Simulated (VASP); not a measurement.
# Mn (P6/mmm) in VASP: further runs

Mn is run at these levels: PBE; tasks: single point.

Program: VASP 6.6.1. These are calculated values, not measurements. Logs are shortened: lines on timing, memory, paths and dates and some standing lists are left out, and cuts for length are marked.

## 1. The cell of the first run

It takes space group P6/mmm (No. 191, hexagonal). The conventional cell has a = 2.162 Å, b = 2.162 Å, c = 1.885 Å, α = 90.00°, β = 90.00°, γ = 120.00°. Mn (site symmetry 6/mmm) has 8 Mn at 1.88 to 2.16 Å within 2.5 Å.

This isn't the form of Mn at room conditions, which is a 58-atom cubic cell.

## 2. Single point, PBE, collinear spin, ferromagnetic start

Contents of INCAR:

```
SYSTEM = Mn
PREC     = Accurate       ! precision mode
ENCUT    = 520            ! plane-wave cutoff, eV
EDIFF    = 1E-6           ! SCF threshold, eV
ISMEAR   = -1             ! smearing method
SIGMA    = 0.08           ! smearing width, eV
LREAL    = .False.        ! projectors in reciprocal space
LASPH    = .True.         ! aspherical terms in the spheres
NELM     = 150            ! most SCF steps
ALGO     = Normal         ! electronic algorithm
ISIF     = 2              ! what is computed and relaxed
LWAVE    = .False.        ! write WAVECAR
LCHARG   = .True.         ! write CHGCAR
ISPIN    = 2              ! spin polarisation
MAGMOM   = 3              ! initial moments
LORBIT   = 11             ! projections on sites
LMAXMIX  = 4              ! l up to which the mixer works
GGA      = PE             ! functional
LELF     = .True.         ! ELF
LVHAR    = .True.       
NBANDS   = 16             ! bands
```

Contents of KPOINTS:

```
Automatic mesh
0
Gamma
  20 20 19
  0 0 0
```

Contents of POSCAR:

```
Mn
1.0
    2.1623525082      0.0000000000      0.0000000000
   -1.0811762541      1.8726522040      0.0000000000
    0.0000000000      0.0000000000      1.8848887455
Mn
1
Direct
    0.0000000000      0.0000000000      0.0000000000
```

Potentials or basis: VASP PAW PBE potentials, release 64 (Mn_pv).

Launch:

```sh
$ cat potpaw_PBE.64/Mn_pv/POTCAR > POTCAR
$ mpirun -np 1 vasp_std > vasp.out
```

OUTCAR:

```text
SYSTEM = Mn
   PREC = Accurate
   ENCUT = 520
   EDIFF = 1E-6
   ISMEAR = -1
   LREAL = .False.
   LASPH = .True.
   NELM = 150
   ISIF = 2
   ISPIN = 2
   LORBIT = 11
   GGA = PE

 ion  position               nearest neighbor table
   1  0.000  0.000  0.000-

  LATTYP: Found a hexagonal cell.
 ALAT       =     2.1623525082
 C/A-ratio  =     0.8716843060

  Lattice vectors:

 A1 = (   2.1623525082,   0.0000000000,   0.0000000000)
 A2 = (  -1.0811762541,   1.8726522040,   0.0000000000)
 A3 = (   0.0000000000,   0.0000000000,   1.8848887455)

Analysis of symmetry for initial positions (statically):
=====================================================================
 Subroutine PRICEL returns:
 Original cell was already a primitive cell.

 Routine SETGRP: Setting up the symmetry group for a
 hexagonal supercell.

 Subroutine GETGRP returns: Found 24 space group operations
 (whereof 24 operations were pure point group operations)
 out of a pool of 24 trial point group operations.

The static configuration has the point symmetry D_6h.

Analysis of symmetry for dynamics (positions and initial velocities):
=====================================================================
 Subroutine PRICEL returns:
 Original cell was already a primitive cell.

 Routine SETGRP: Setting up the symmetry group for a
 hexagonal supercell.

 Subroutine GETGRP returns: Found 24 space group operations
 (whereof 24 operations were pure point group operations)
 out of a pool of 24 trial point group operations.

The dynamic configuration has the point symmetry D_6h.

Analysis of structural, dynamic, and magnetic symmetry:
=====================================================================
 Subroutine PRICEL returns:
 Original cell was already a primitive cell.

 Routine SETGRP: Setting up the symmetry group for a
 hexagonal supercell.

 Subroutine GETGRP returns: Found 24 space group operations
 (whereof 24 operations were pure point group operations)
 out of a pool of 24 trial point group operations.

The overall configuration has the point symmetry D_6h.

 Subroutine INISYM returns: Found 24 space group operations
 (whereof 24 operations are pure point group operations),
 and found     1 'primitive' translations

----------------------------------------------------------------------------------------

                                     Primitive cell

  volume of cell :       7.6325

  direct lattice vectors                    reciprocal lattice vectors
     2.162352508  0.000000000  0.000000000     0.462459287  0.267000994  0.000000000
    -1.081176254  1.872652204  0.000000000     0.000000000  0.534001988  0.000000000
     0.000000000  0.000000000  1.884888746     0.000000000  0.000000000  0.530535291

  length of vectors
     2.162352508  2.162352508  1.884888746     0.534001988  0.534001988  0.530535291

  position of ions in fractional coordinates (direct lattice)
     0.000000000  0.000000000  0.000000000

  ion indices of the primitive-cell ions
   primitive index   ion index
                 1           1

----------------------------------------------------------------------------------------

 KPOINTS: Automatic mesh

Automatic generation of k-mesh.
 Grid dimensions read from file:
 generate k-points for:   20   20   19

 Generating k-lattice:

  Cartesian coordinates                     Fractional coordinates (reciprocal lattice)
     0.023122964  0.013350050  0.000000000     0.050000000  0.000000000  0.000000000
     0.000000000  0.026700099  0.000000000     0.000000000  0.050000000  0.000000000
     0.000000000  0.000000000  0.027922910     0.000000000  0.000000000  0.052631579

  Length of vectors
     0.026700099  0.026700099  0.027922910

  Shift w.r.t. Gamma in fractional coordinates (k-lattice)
     0.000000000  0.000000000  0.000000000

 Subroutine IBZKPT returns following result:
 ===========================================

 Found    440 irreducible k-points:

 Following reciprocal coordinates:
            Coordinates               Weight
  0.000000  0.000000  0.000000      1.000000
  0.050000  0.000000  0.000000      6.000000
  0.100000 -0.000000  0.000000      6.000000
  0.150000 -0.000000  0.000000      6.000000
  0.200000 -0.000000  0.000000      6.000000
  0.250000  0.000000  0.000000      6.000000
[... 16 lines left out ...]
  0.200000  0.100000  0.000000     12.000000
  0.250000  0.100000  0.000000     12.000000
 [... further k-points ...]
   k-points           NKPTS =    440   k-points in BZ     NKDIM =    440   number of bands    NBANDS=     16
   number of dos      NEDOS =    301   number of ions     NIONS =      1
   total plane-waves  NPLWV =   3584
   dimension x,y,z NGX =    16 NGY =   16 NGZ =   14
   dimension x,y,z NGXF=    32 NGYF=   32 NGZF=   28
   ions per type =               1
   NGX,Y,Z   is equivalent  to a cutoff of  12.30, 12.30, 12.35 a.u.
   NGXF,Y,Z  is equivalent  to a cutoff of  24.60, 24.60, 24.70 a.u.
 SYSTEM =  Mn
   PREC   = accura    normal or accurate (medium, high low for compatibility)
   ISTART =      0    job   : 0-new  1-cont  2-samecut
   ICHARG =      2    charge: 1-file 2-atom 10-const
   ISPIN  =      2    spin polarized calculation?
   LNONCOLLINEAR =      F non collinear calculations
   LSORBIT =      F    spin-orbit coupling
   LASPH  =      T    aspherical Exc in radial PAW
   ENCUT  =  520.0 eV  38.22 Ry    6.18 a.u.   4.02  4.02  3.50*2*pi/ulx,y,z
   NELM   =    150;   NELMIN=  2; NELMDL= -5     # of ELM steps
   EDIFF  = 0.1E-05   stopping-criterion for ELM
   LREAL  =      F    real-space projection
   EDIFFG = 0.1E-04   stopping-criterion for IOM
   NSW    =      0    number of steps for IOM
   IBRION =     -1    ionic relax: 0-MD 1-quasi-New 2-CG
   NFREE  =      0    steps in history (QN), initial steepest desc. (CG)
   ISIF   =      2    stress and relaxation
   ISYM   =      2    0-nonsym 1-usesym 2-fastsym
   POTIM  = 0.5000    time-step for ionic-motion
   TEBEG  =    0.0;   TEEND  =   0.0 temperature during run
   PSTRESS=    0.0 pullay stress
   NELECT =      13.0000    total number of electrons
   NUPDOWN=      -1.0000    fix difference up-down
   EMIN   =  10.00;   EMAX   =-10.00  energy-range for DOS
   EFERMI =   0.00;   METHOD = LEGACY
   ISMEAR =    -1;   SIGMA  =   0.08  broadening in eV -4-tet -1-fermi 0-gaus
   EFERMI_NEDOS =   21; number of points for ismear=-14 and -15
   IALGO  =     38    algorithm
   IMIX   =      4    mixing-type and parameters
     AMIX     =   0.40;   BMIX     =  1.00
     AMIX_MAG =   1.60;   BMIX_MAG =  1.00
  volume/ion in A,a.u.               =       7.63        51.51
  Fermi-wavevector in a.u.,A,eV,Ry     =   1.955087  3.694579 52.006455  3.822367
  Thomas-Fermi vector in A             =   2.981515
   LORBIT       =     11    0 simple, 1 ext, 2 COOP (PROOUT), +10 PAW based schemes
   GGA     = PE    functional components
   LHFCALC =     F    Hartree Fock is set to
   AEXX    =    0.0000 exact exchange contribution
   IVDW    =     0    specifies the selected vdW correction
   LEPSILON=     F    determine dielectric tensor
   LRPA    =     F    only Hartree local field effects (RPA)
 spin polarized calculation
  energy-cutoff  :      520.00
  volume of cell :        7.63
 maximum number of plane-waves:       213
   NGX =  9   NGY =  9   NGZ =  7

 number of electron      13.0000017 magnetization       0.0001968

 number of electron      13.0000017 magnetization      -0.0000210

 Free energy of the ion-electron system (eV)
  ---------------------------------------------------
  ext. energy  EPLUGINS =         0.00000000
  ---------------------------------------------------
  free energy    TOTEN  =        -6.49175990 eV

  energy without entropy =       -6.47100212  energy(sigma->0) =       -6.48138101

 E-fermi :  16.7359     XC(G=0): -16.1167

 val. band max:       16.7344059160   @ k =   0.2500   0.2000   0.2105
 cond. band min:      16.7371825713   @ k =   0.1500   0.0500   0.3684
 fundamental gap:      0.0027766553
 Fermi energy:        16.7358973770

 spin component 1

 k-point     1 :       0.0000    0.0000    0.0000
  band No.  band energies     occupation
      1     -30.9916      1.00000
      2     -30.9916      1.00000
      3     -30.2786      1.00000
      4       6.7195      1.00000
      5      10.2413      1.00000
      6      14.3917      1.00000
[... 8 lines left out ...]
     15      53.3170      0.00000
     16      53.3170      0.00000

 k-point     2 :       0.0500    0.0000    0.0000
  band No.  band energies     occupation
      1     -31.0478      1.00000
      2     -31.0035      1.00000
      3     -30.2736      1.00000
      4       6.8610      1.00000
      5      10.2815      1.00000
      6      14.2809      1.00000
[... 8 lines left out ...]
     15      54.4532      0.00000
     16      54.5101      0.00000

 k-point     3 :       0.1000   -0.0000    0.0000
  band No.  band energies     occupation
      1     -31.2096      1.00000
      2     -31.0379      1.00000
      3     -30.2589      1.00000
      4       7.2706      1.00000
      5      10.3986      1.00000
      6      13.9800      1.00000
[... 8 lines left out ...]
     15      54.6854      0.00000
     16      56.4113      0.00000
[... 362 lines left out ...]
 k-point    23 :       0.2000    0.1000    0.0000
  band No.  band energies     occupation
      1     -32.1489      1.00000
      2     -31.3117      1.00000
      3     -30.1653      1.00000
      4       9.7606      1.00000
      5      11.1082      1.00000
      6      12.6931      1.00000
[... 8 lines left out ...]
     15      52.3117      0.00000
     16      59.8853      0.00000

 k-point    24 :       0.2500    0.1000    0.0000
  band No.  band energies     occupation
      1     -32.4396      1.00000
      2     -31.4028      1.00000
      3     -30.1347      1.00000
      4      10.2188      1.00000
      5      11.1906      1.00000
      6      13.0603      1.00000
[... 8 lines left out ...]
     15      53.0143      0.00000
     16      60.4543      0.00000

 [... further k-points ...]

 spin component 2

 k-point     1 :       0.0000    0.0000    0.0000
  band No.  band energies     occupation
      1     -30.9916      1.00000
      2     -30.9916      1.00000
      3     -30.2786      1.00000
      4       6.7195      1.00000
      5      10.2413      1.00000
      6      14.3917      1.00000
[... 8 lines left out ...]
     15      53.3170      0.00000
     16      53.3170      0.00000

 k-point     2 :       0.0500    0.0000    0.0000
  band No.  band energies     occupation
      1     -31.0478      1.00000
      2     -31.0035      1.00000
      3     -30.2736      1.00000
      4       6.8610      1.00000
      5      10.2815      1.00000
      6      14.2809      1.00000
[... 8 lines left out ...]
     15      54.4532      0.00000
     16      54.5101      0.00000

 k-point     3 :       0.1000   -0.0000    0.0000
  band No.  band energies     occupation
      1     -31.2096      1.00000
      2     -31.0379      1.00000
      3     -30.2590      1.00000
      4       7.2706      1.00000
      5      10.3985      1.00000
      6      13.9800      1.00000
[... 8 lines left out ...]
     15      54.6854      0.00000
     16      56.4113      0.00000
[... 362 lines left out ...]
 k-point    23 :       0.2000    0.1000    0.0000
  band No.  band energies     occupation
      1     -32.1489      1.00000
      2     -31.3117      1.00000
      3     -30.1653      1.00000
      4       9.7606      1.00000
      5      11.1082      1.00000
      6      12.6931      1.00000
[... 8 lines left out ...]
     15      52.3117      0.00000
     16      59.8853      0.00000

 k-point    24 :       0.2500    0.1000    0.0000
  band No.  band energies     occupation
      1     -32.4396      1.00000
      2     -31.4029      1.00000
      3     -30.1348      1.00000
      4      10.2188      1.00000
      5      11.1905      1.00000
      6      13.0603      1.00000
[... 8 lines left out ...]
     15      53.0143      0.00000
     16      60.4543      0.00000

 [... further k-points ...]

------------------------ aborting loop because EDIFF is reached ----------------------------------------

  FORCE on cell =-STRESS in cart. coord.  units (eV):
  Direction    XX          YY          ZZ          XY          YZ          ZX
  --------------------------------------------------------------------------------------
  -------------------------------------------------------------------------------------
  Total       10.7113069     10.7113069     11.9281840      0.0000000     -0.0000000      0.0000000
  in kB     2248.4524337   2248.4524336   2503.8918644      0.0000000     -0.0000000      0.0000000
  external PRESSURE =    2333.5989105 kB  Pullay stress =       0.0000000 kB

 VOLUME and BASIS-vectors are now :
 -----------------------------------------------------------------------------
  energy-cutoff  :      520.00
  volume of cell :        7.63
      direct lattice vectors                 reciprocal lattice vectors
     2.162352508  0.000000000  0.000000000     0.462459287  0.267000994  0.000000000
    -1.081176254  1.872652204  0.000000000     0.000000000  0.534001988  0.000000000
     0.000000000  0.000000000  1.884888746     0.000000000  0.000000000  0.530535291

 POSITION                                       TOTAL-FORCE (eV/Angst)
 -----------------------------------------------------------------------------------
      0.00000      0.00000      0.00000         0.000000      0.000000      0.000000
 -----------------------------------------------------------------------------------
    total drift:                               -0.000000     -0.000000     -0.000000

  FREE ENERGIE OF THE ION-ELECTRON SYSTEM (eV)
  ---------------------------------------------------
  free  energy   TOTEN  =        -6.4917598984 eV

  energy  without entropy=       -6.4710021160  energy(sigma->0) =       -6.48138101

 total charge

# of ion       s       p       d       tot
------------------------------------------
    1        0.574   6.621   5.873  13.068

 magnetization (x)

# of ion       s       p       d       tot
------------------------------------------
    1        0.000  -0.000  -0.000  -0.000
```

It took 34 s on 1 thread of Intel Xeon 6975P-C (Granite Rapids), shared host; peak memory 0.19 GiB.

What came out:

```
Free energy : -6.4918 eV
Pressure    : 233.4 GPa
Net moment  : 0.00 μB per cell
```

Caveat: atoms lie so close that the PAW spheres overlap strongly, which falsifies energies and pressures; the cell stands under pressure.

## 3. Single point, PBE, collinear spin, ferromagnetic start

Contents of INCAR:

```
ALGO     = Normal         # electronic algorithm
EDIFF    = 1E-6           # SCF threshold, eV
ENCUT    = 520            # plane-wave cutoff, eV
GGA      = PE             # functional
ISIF     = 2              # what is computed and relaxed
ISMEAR   = -1             # smearing method
ISPIN    = 2              # spin polarisation
LASPH    = T              # aspherical terms in the spheres
LCHARG   = T              # write CHGCAR
LELF     = T              # ELF
LMAXMIX  = 4              # l up to which the mixer works
LORBIT   = 11             # projections on sites
LREAL    = F              # projectors in reciprocal space
LVHAR    = T            
LWAVE    = F              # write WAVECAR
MAGMOM   = 3              # initial moments
NBANDS   = 16             # bands
NELM     = 150            # most SCF steps
PREC     = Accurate       # precision mode
SIGMA    = 0.08           # smearing width, eV
```

Contents of KPOINTS:

```
k-points
0
Gamma
  20 20 19
```

Contents of POSCAR:

```
Mn
1.0
    2.1626239456      0.0000000000      0.0000000000
   -1.0813119728      1.8728872757      0.0000000000
    0.0000000000      0.0000000000      1.8854716856
Mn
1
Direct
    0.0000000000      0.0000000000      0.0000000000
```

Potentials or basis: VASP PAW PBE potentials, release 64 (Mn_pv).

Launch:

```sh
$ cat potpaw_PBE.64/Mn_pv/POTCAR > POTCAR
$ mpirun -np 1 vasp_std > vasp.out
```

Run time: 34 s. Hardware: 1 thread of Intel Xeon 6975P-C (Granite Rapids), shared host; peak memory 0.18 GiB.

The run converged. Its results:

| Item | Value |
| --- | --- |
| Free energy | -6.4981 eV |
| Pressure | 232.7 GPa |
| Net moment | 0.00 μB per cell |

Stress tensor (GPa, compression positive):
```
224.37   0.00   0.00
  0.00 224.37   0.00
  0.00   0.00 249.40
```

Levels at points of the mesh, in eV from the Fermi level:
Spin up:
```tsv
k point	band 3	band 4	band 5	band 6	band 7	band 8	band 9	band 10
(0.00, 0.00, 0.00)	-47.02	-10.01	-6.49	-2.34	-2.34	3.19	3.19	21.88
(0.50, 0.00, 0.00)	-46.81	-7.37	-5.01	0.10	0.82	2.71	2.84	12.17
```
Spin down:
```csv
k point,band 2,band 3,band 4,band 5,band 6,band 7,band 8,band 9,band 10,band 11
"(0.00, 0.00, 0.00)",-47.73,-47.02,-10.01,-6.49,-2.34,-2.34,3.19,3.19,21.88,29.83
"(0.50, 0.00, 0.00)",-48.20,-46.81,-7.37,-5.01,0.10,0.82,2.71,2.84,12.17,21.07
```

Caveat: atoms lie so close that the PAW spheres overlap strongly, which falsifies energies and pressures; the cell stands under pressure.
